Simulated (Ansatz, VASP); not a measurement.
## W in VASP and in Ansatz

```
CELL_PARAMETERS angstrom
5.07863 0.00000 0.00000
0.00000 5.07863 0.00000
0.00000 0.00000 5.07863
ATOMIC_POSITIONS crystal
W 0.25000 0.00000 0.50000
W 0.75000 0.00000 0.50000
W 0.00000 0.50000 0.25000
W 0.00000 0.50000 0.75000
W 0.50000 0.75000 0.00000
W 0.50000 0.25000 0.00000
W 0.00000 0.00000 0.00000
W 0.50000 0.50000 0.50000
```

Alike in both runs: functional PBE; k mesh 8 × 8 × 8; occupations gaussian, width 0.1 eV; no spin polarisation.

Ansatz relaxed the structure, and its values are those at the end. VASP's run is a single point on that final structure, the one shown.

|  | VASP | Ansatz |
| --- | --- | --- |
| version | VASP 6.6.1 | Ansatz 0.2.0 |
| potentials or method | VASP PAW PBE potentials, release 64 (W_sv), cutoff 520 eV | scalar-relativistic, plane waves, PAW |
| valence electrons in the cell | 112 | 112 |

Ansatz gave:

| Item | Value |
| --- | --- |
| gap on the k mesh at the Fermi level (eV) | none |
| pressure (GPa) | 0.0 |

Question: Estimate VASP's values.

Answer: gap on the k mesh at the Fermi level (eV): none; pressure (GPa): 0.6.

A gap of «none» marks a metal or a gap that the smearing closes.

Spin-orbit coupling is off throughout.
